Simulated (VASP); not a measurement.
# SiO2 (Imma) in VASP: further runs

Runs on SiO2. Level: PBE. Tasks: single point.

All numbers are computed with VASP 6.6.1; they aren't measurements. Logs are shortened: lines on timing, memory, paths and dates and some standing lists are left out, and cuts for length are marked.

## (1) The cell of the first run

The structure is orthorhombic, space group Imma (No. 74). Conventional cell: a = 5.373 Å, b = 10.185 Å, c = 8.837 Å, α = 90.00°, β = 90.00°, γ = 90.00°. Si (site symmetry m) has 4 O at 1.64 Å within 2.2 Å. O (site symmetry mm2) has 2 Si at 1.64 Å within 2.2 Å. Within 2.2 Å of O (site symmetry 2) lie 2 Si at 1.64 Å. Within 2.2 Å of O (site symmetry 2/m) lie 2 Si at 1.64 Å.

## (2) Single point, PBE (volume scaled by 1.06, then relaxed in part)

INCAR

```
  ALGO = Normal
  EDIFF = 1E-7
  ENCUT = 520
  GGA = PE
  ISIF = 2
  ISMEAR = 0
  LASPH = True
  LCHARG = False
  LREAL = False
  LWAVE = False
  NBANDS = 44
  NELM = 60
  PREC = Accurate
  SIGMA = 0.02
```

KPOINTS

```
k-points
0
Gamma
  6 6 6
```

POSCAR

```
SiO2
1.0
   -2.6866874020      5.0925720661      4.4186202206
    2.6866874020     -5.0925720661      4.4186202206
    2.6866874020      5.0925720661     -4.4186202206
Si O
4 8
Direct
    0.9450849689      0.8503972471      0.0946877218
    0.7442904747      0.1496027529      0.5946877218
    0.0549150311      0.1496027529      0.9053122782
    0.2557095253      0.8503972471      0.4053122782
    0.1514602860      0.9014602860      0.2500000000
    0.8485397140      0.0985397140      0.7500000000
    0.8141014142      0.5000000000      0.8141014142
    0.1858985858      0.0000000000      0.6858985858
    0.1858985858      0.5000000000      0.1858985858
    0.8141014142      0.0000000000      0.3141014142
    0.0000000000      0.0000000000      0.0000000000
    0.5000000000      0.0000000000      0.5000000000
```

Potentials or basis: VASP PAW PBE potentials, release 64 (Si, O).

The run is started by

```console
> cat potpaw_PBE.64/Si/POTCAR potpaw_PBE.64/O/POTCAR > POTCAR
> mpirun -np 1 vasp_std > vasp.out
```

OUTCAR:

```text
EDIFF = 1E-7
   ENCUT = 520
   GGA = PE
   ISIF = 2
   ISMEAR = 0
   LASPH = True
   LREAL = False
   NELM = 60
   PREC = Accurate

 ion  position               nearest neighbor table
   1  0.945  0.850  0.095-  11 1.64  10 1.64   7 1.64   5 1.64
   2  0.744  0.150  0.595-  12 1.64  10 1.64   7 1.64   6 1.64
   3  0.055  0.150  0.905-  11 1.64   8 1.64   9 1.64   6 1.64
   4  0.256  0.850  0.405-  12 1.64   9 1.64   8 1.64   5 1.64
   5  0.151  0.901  0.250-   1 1.64   4 1.64
   6  0.849  0.099  0.750-   2 1.64   3 1.64
   7  0.814  0.500  0.814-   1 1.64   2 1.64
   8  0.186  0.000  0.686-   3 1.64   4 1.64
   9  0.186  0.500  0.186-   3 1.64   4 1.64
  10  0.814  0.000  0.314-   1 1.64   2 1.64
  11  0.000  0.000  0.000-   1 1.64   3 1.64
  12  0.500  0.000  0.500-   2 1.64   4 1.64

  LATTYP: Found a body centered orthorhombic cell.
 ALAT       =     5.3733748040
 B/A-ratio  =     1.6446350317
 C/A-ratio  =     1.8954836585

  Lattice vectors:

 A1 = (   2.6866874020,  -5.0925720661,  -4.4186202206)
 A2 = (  -2.6866874020,  -5.0925720661,   4.4186202206)
 A3 = (  -2.6866874020,   5.0925720661,  -4.4186202206)

Analysis of symmetry for initial positions (statically):
=====================================================================
 Subroutine PRICEL returns:
 Original cell was already a primitive cell.

 Routine SETGRP: Setting up the symmetry group for a
 body centered orthorhombic supercell.

 Subroutine GETGRP returns: Found  8 space group operations
 (whereof  4 operations were pure point group operations)
 out of a pool of  8 trial point group operations.

The static configuration has the point symmetry C_2h.
 The point group associated with its full space group is D_2h.

Analysis of symmetry for dynamics (positions and initial velocities):
=====================================================================
 Subroutine PRICEL returns:
 Original cell was already a primitive cell.

 Routine SETGRP: Setting up the symmetry group for a
 body centered orthorhombic supercell.

 Subroutine GETGRP returns: Found  8 space group operations
 (whereof  4 operations were pure point group operations)
 out of a pool of  8 trial point group operations.

[... 122 lines left out ...]
   LREAL  =      F    real-space projection
   EDIFFG = 0.1E-05   stopping-criterion for IOM
   NSW    =      0    number of steps for IOM
   IBRION =     -1    ionic relax: 0-MD 1-quasi-New 2-CG
   NFREE  =      0    steps in history (QN), initial steepest desc. (CG)
   ISIF   =      2    stress and relaxation
   ISYM   =      2    0-nonsym 1-usesym 2-fastsym
   POTIM  = 0.5000    time-step for ionic-motion
   TEBEG  =    0.0;   TEEND  =   0.0 temperature during run
   PSTRESS=    0.0 pullay stress
   NELECT =      64.0000    total number of electrons
   NUPDOWN=      -1.0000    fix difference up-down
   EMIN   =  10.00;   EMAX   =-10.00  energy-range for DOS
   EFERMI =   0.00;   METHOD = LEGACY
   ISMEAR =     0;   SIGMA  =   0.02  broadening in eV -4-tet -1-fermi 0-gaus
   EFERMI_NEDOS =   21; number of points for ismear=-14 and -15
   IALGO  =     38    algorithm
   IMIX   =      4    mixing-type and parameters
     AMIX     =   0.40;   BMIX     =  1.00
     AMIX_MAG =   1.60;   BMIX_MAG =  1.00
  volume/ion in A,a.u.               =      20.15       135.99
  Fermi-wavevector in a.u.,A,eV,Ry     =   1.051077  1.986247 15.031208  1.104763
  Thomas-Fermi vector in A             =   2.186106
   LORBIT       =      0    0 simple, 1 ext, 2 COOP (PROOUT), +10 PAW based schemes
   GGA     = PE    functional components
   LHFCALC =     F    Hartree Fock is set to
   AEXX    =    0.0000 exact exchange contribution
   IVDW    =     0    specifies the selected vdW correction
   LEPSILON=     F    determine dielectric tensor
   LRPA    =     F    only Hartree local field effects (RPA)
 non-spin polarized calculation
 Gauss-broadening in eV      SIGMA  =   0.02
  energy-cutoff  :      520.00
  volume of cell :      241.82
 maximum number of plane-waves:      6541
 NGX is ok and might be reduce to    54
   NGX = 27   NGY = 27   NGZ = 27

 number of electron      63.9999987 magnetization

 Free energy of the ion-electron system (eV)
  ---------------------------------------------------
  ext. energy  EPLUGINS =         0.00000000
  ---------------------------------------------------
  free energy    TOTEN  =       -94.71806655 eV

  energy without entropy =      -94.71806655  energy(sigma->0) =      -94.71806655

 E-fermi :  -1.8472     XC(G=0):  -6.6980

 val. band max:       -1.9668120868   @ k =   0.0000   0.0000   0.0000
 cond. band min:       3.2685779225   @ k =   0.0000   0.0000   0.0000
 fundamental gap:      5.2353900093
 Fermi energy:        -1.8471696544

 k-point     1 :       0.0000    0.0000    0.0000
  band No.  band energies     occupation
      1     -21.1372      2.00000
      2     -20.2815      2.00000
      3     -19.8424      2.00000
      4     -19.8126      2.00000
      5     -19.3062      2.00000
      6     -19.2633      2.00000
[... 1117 lines left out ...]
     43       8.8254      0.00000
     44       8.9917      0.00000

 [... further k-points ...]
[... 5 lines left out ...]
  --------------------------------------------------------------------------------------
  -------------------------------------------------------------------------------------
  Total       -6.6711120     -6.6116467     -6.7559196      0.0000000      0.0000000      0.0000000
  in kB      -44.1985300    -43.8045509    -44.7604110      0.0000000      0.0000000      0.0000000
  external PRESSURE =     -44.2544973 kB  Pullay stress =       0.0000000 kB

 VOLUME and BASIS-vectors are now :
 -----------------------------------------------------------------------------
  energy-cutoff  :      520.00
  volume of cell :      241.82
      direct lattice vectors                 reciprocal lattice vectors
    -2.686687402  5.092572066  4.418620221     0.000000000  0.098182214  0.113157496
     2.686687402 -5.092572066  4.418620221     0.186102782  0.000000000  0.113157496
     2.686687402  5.092572066 -4.418620221     0.186102782  0.098182214  0.000000000

 POSITION                                       TOTAL-FORCE (eV/Angst)
 -----------------------------------------------------------------------------------
      0.00000      0.96441      7.51516        -0.000000     -0.040041      0.020394
      0.00000      6.05698      1.32208         0.000000     -0.040041     -0.020394
      2.68669      4.12816     -3.09654         0.000000      0.040041     -0.020394
      2.68669     -0.96441      3.09654        -0.000000      0.040041      0.020394
      2.68669     -2.54629      3.54780         0.000000      0.000000     -0.001380
     -0.00000      7.63886      0.87082         0.000000      0.000000      0.001380
      1.34334      5.74545      2.20931         0.000000      0.016720      0.000000
      1.34334      4.43969     -2.20931        -0.000000     -0.016720      0.000000
      1.34334     -0.65288      2.20931        -0.000000     -0.016720      0.000000
     -1.34334      5.74545      2.20931         0.000000      0.016720      0.000000
      0.00000      0.00000      0.00000         0.000000      0.000000      0.000000
      0.00000      5.09257      0.00000         0.000000      0.000000      0.000000
 -----------------------------------------------------------------------------------
    total drift:                                0.000000      0.000000     -0.000000

  FREE ENERGIE OF THE ION-ELECTRON SYSTEM (eV)
  ---------------------------------------------------
  free  energy   TOTEN  =       -94.7180665503 eV

  energy  without entropy=      -94.7180665503  energy(sigma->0) =      -94.71806655
```

OSZICAR:

```text
N       E                     dE             d eps       ncg     rms          rms(c)
DAV:   1     0.464144177246E+03    0.46414E+03   -0.30019E+04  4048   0.126E+03
DAV:   2    -0.586002844454E+02   -0.52274E+03   -0.50196E+03  5272   0.301E+02
DAV:   3    -0.106902854620E+03   -0.48303E+02   -0.48015E+02  4968   0.986E+01
DAV:   4    -0.107712257838E+03   -0.80940E+00   -0.80723E+00  5080   0.141E+01
DAV:   5    -0.107730183541E+03   -0.17926E-01   -0.17912E-01  4948   0.200E+00    0.280E+01
DAV:   6    -0.947471578973E+02    0.12983E+02   -0.52492E+01  4776   0.324E+01    0.129E+01
DAV:   7    -0.947551372165E+02   -0.79793E-02   -0.15343E+00  4824   0.495E+00    0.482E+00
DAV:   8    -0.947188205666E+02    0.36317E-01   -0.67200E-02  5120   0.162E+00    0.191E+00
DAV:   9    -0.947133035071E+02    0.55171E-02   -0.45790E-02  5096   0.123E+00    0.417E-01
DAV:  10    -0.947177929527E+02   -0.44894E-02   -0.60492E-03  4412   0.353E-01    0.147E-01
DAV:  11    -0.947181322381E+02   -0.33929E-03   -0.32763E-03  4396   0.297E-01    0.896E-02
DAV:  12    -0.947181284924E+02    0.37457E-05   -0.20762E-04  4500   0.813E-02    0.566E-02
DAV:  13    -0.947180840169E+02    0.44476E-04   -0.14839E-04  4404   0.653E-02    0.204E-02
DAV:  14    -0.947180677733E+02    0.16244E-04   -0.31452E-05  4556   0.317E-02    0.118E-02
DAV:  15    -0.947180668359E+02    0.93740E-06   -0.44386E-06  4968   0.111E-02    0.498E-03
DAV:  16    -0.947180665314E+02    0.30452E-06   -0.39646E-07  4416   0.447E-03    0.166E-03
DAV:  17    -0.947180665503E+02   -0.18860E-07   -0.11046E-07  3584   0.176E-03
   1 F= -.94718067E+02 E0= -.94718067E+02  d E =-.151573E-19
```

It took 20 min on 1 thread of AMD EPYC 7R13, shared host; peak memory 0.58 GiB.

Results:

- Free energy: -94.7181 eV
- Pressure: -4.4 GPa
- Largest force: 0.045 eV/Å
- Band gap on the k mesh: 5.24 eV, direct

Forces in eV/Å, atoms in the order of the input:
```
Si   0.000 -0.040  0.020
Si   0.000 -0.040 -0.020
Si   0.000  0.040 -0.020
Si   0.000  0.040  0.020
O    0.000  0.000 -0.001
O    0.000  0.000  0.001
O    0.000  0.017  0.000
O    0.000 -0.017  0.000
O    0.000 -0.017  0.000
O    0.000  0.017  0.000
O    0.000  0.000  0.000
O    0.000  0.000  0.000
```

Caveat: the cell differs from its parent crystal (volume scaled by 1.06, then relaxed in part). A k mesh can miss the band edges.

## (3) Single point, PBE

This run uses another cell than the first one, of 19.01 Å³/atom, 0.943 times its volume.

INCAR

```
PREC     = Accurate       # precision mode
ENCUT    = 520            # plane-wave cutoff, eV
EDIFF    = 1E-6           # SCF threshold, eV
ISMEAR   = 0              # smearing method
SIGMA    = 0.02           # smearing width, eV
LREAL    = F              # projectors in reciprocal space
LASPH    = T              # aspherical terms in the spheres
NELM     = 60             # most SCF steps
ALGO     = Normal         # electronic algorithm
ISIF     = 2              # what is computed and relaxed
LWAVE    = F              # write WAVECAR
LCHARG   = F              # write CHGCAR
GGA      = PE             # functional
NBANDS   = 44             # bands
```

KPOINTS

```
Automatic mesh
0
Gamma
  6 6 6
```

POSCAR

```
SiO2
1.0
   -2.6432614759      4.8252296224      4.4717449537
    2.6432614759     -4.8252296224      4.4717449537
    2.6432614759      4.8252296224     -4.4717449537
Si O
4 8
Direct
    0.9305125918      0.8452085447      0.0853040471
    0.7400955024      0.1547914553      0.5853040471
    0.0694874082      0.1547914553      0.9146959529
    0.2599044976      0.8452085447      0.4146959529
    0.1332949919      0.8832949919      0.2500000000
    0.8667050081      0.1167050081      0.7500000000
    0.7934944961      0.5000000000      0.7934944961
    0.2065055039      0.0000000000      0.7065055039
    0.2065055039      0.5000000000      0.2065055039
    0.7934944961      0.0000000000      0.2934944961
    0.0000000000      0.0000000000      0.0000000000
    0.5000000000      0.0000000000      0.5000000000
```

Potentials or basis: VASP PAW PBE potentials, release 64 (Si, O).

The run is started by

```console
> cat potpaw_PBE.64/Si/POTCAR potpaw_PBE.64/O/POTCAR > POTCAR
> mpirun -np 1 vasp_std > vasp.out
```

OUTCAR:

```text
PREC = Accurate
   ENCUT = 520
   EDIFF = 1E-6
   ISMEAR = 0
   LREAL = F
   LASPH = T
   NELM = 60
   ISIF = 2
   GGA = PE

 ion  position               nearest neighbor table
   1  0.931  0.845  0.085-  11 1.61   7 1.62  10 1.62   5 1.63   2 3.14   2 3.14
   2  0.740  0.155  0.585-  12 1.61  10 1.62   7 1.62   6 1.63   1 3.14   1 3.14
   3  0.069  0.155  0.915-  11 1.61   9 1.62   8 1.62   6 1.63   4 3.14   4 3.14
   4  0.260  0.845  0.415-  12 1.61   9 1.62   8 1.62   5 1.63   3 3.14   3 3.14
   5  0.133  0.883  0.250-   1 1.63   4 1.63
   6  0.867  0.117  0.750-   2 1.63   3 1.63
[... 1362 lines left out ...]
 VOLUME and BASIS-vectors are now :
 -----------------------------------------------------------------------------
  energy-cutoff  :      520.00
  volume of cell :      228.14
      direct lattice vectors                 reciprocal lattice vectors
    -2.643261476  4.825229622  4.471744954     0.000000000  0.103622012  0.111813175
     2.643261476 -4.825229622  4.471744954     0.189160249  0.000000000  0.111813175
     2.643261476  4.825229622 -4.471744954     0.189160249  0.103622012  0.000000000

 POSITION                                       TOTAL-FORCE (eV/Angst)
 -----------------------------------------------------------------------------------
     -0.00000      0.82322      7.55911        -0.000000     -0.037653      0.028769
     -0.00000      5.64845      1.38438         0.000000     -0.037653     -0.028769
      2.64326      4.00201     -3.08737         0.000000      0.037653     -0.028769
      2.64326     -0.82322      3.08737        -0.000000      0.037653      0.028769
      2.64326     -2.41261      3.42799        -0.000000     -0.000000     -0.013591
      0.00000      7.23784      1.04375         0.000000     -0.000000      0.013591
      1.32163      5.24497      2.23587         0.000000      0.013771      0.000000
      1.32163      4.40549     -2.23587        -0.000000     -0.013771      0.000000
      1.32163     -0.41974      2.23587        -0.000000     -0.013771      0.000000
     -1.32163      5.24497      2.23587         0.000000      0.013771      0.000000
      0.00000      0.00000      0.00000        -0.000000     -0.000000      0.000000
      0.00000      4.82523      0.00000        -0.000000     -0.000000      0.000000
 -----------------------------------------------------------------------------------
    total drift:                                0.000000     -0.000000      0.000000

  FREE ENERGIE OF THE ION-ELECTRON SYSTEM (eV)
  ---------------------------------------------------
  free  energy   TOTEN  =       -94.8694424091 eV

  energy  without entropy=      -94.8694424091  energy(sigma->0) =      -94.86944241
```

It took 13 min on 1 thread of AMD EPYC 7R43 (Zen 3), shared host; peak memory 0.56 GiB.

Results:

```
Free energy            : -94.8694 eV
Pressure               : 0.1 GPa
Largest force          : 0.047 eV/Å
Band gap on the k mesh : 5.38 eV, direct
```

Forces on the atoms (eV/Å):
```
Si   0.000 -0.038  0.029
Si   0.000 -0.038 -0.029
Si   0.000  0.038 -0.029
Si   0.000  0.038  0.029
O    0.000  0.000 -0.014
O    0.000  0.000  0.014
O    0.000  0.014  0.000
O    0.000 -0.014  0.000
O    0.000 -0.014  0.000
O    0.000  0.014  0.000
O    0.000  0.000  0.000
O    0.000  0.000  0.000
```

Levels at points of the mesh, in eV from the valence-band top:
| k point | band 30 | band 31 | band 32 | band 33 | band 34 | band 35 |
| --- | --- | --- | --- | --- | --- | --- |
| (0.00, 0.00, 0.00) | -0.70 | -0.45 | 0.00 | 5.38 | 8.37 | 8.45 |
| (0.50, 0.00, 0.00) | -0.52 | -0.30 | -0.16 | 6.36 | 6.86 | 8.41 |
| (0.00, 0.50, 0.00) | -0.80 | -0.74 | -0.22 | 7.46 | 7.76 | 8.39 |
| (0.50, 0.50, 0.00) | -0.93 | -0.40 | -0.40 | 7.59 | 7.59 | 8.85 |
| (0.50, 0.50, 0.50) | -0.24 | -0.23 | -0.02 | 7.30 | 7.31 | 7.69 |

A k mesh can miss the band edges. Expect the measured gap to be larger: semilocal functionals such as PBE lack the derivative discontinuity.

[end of part 1 of 2]
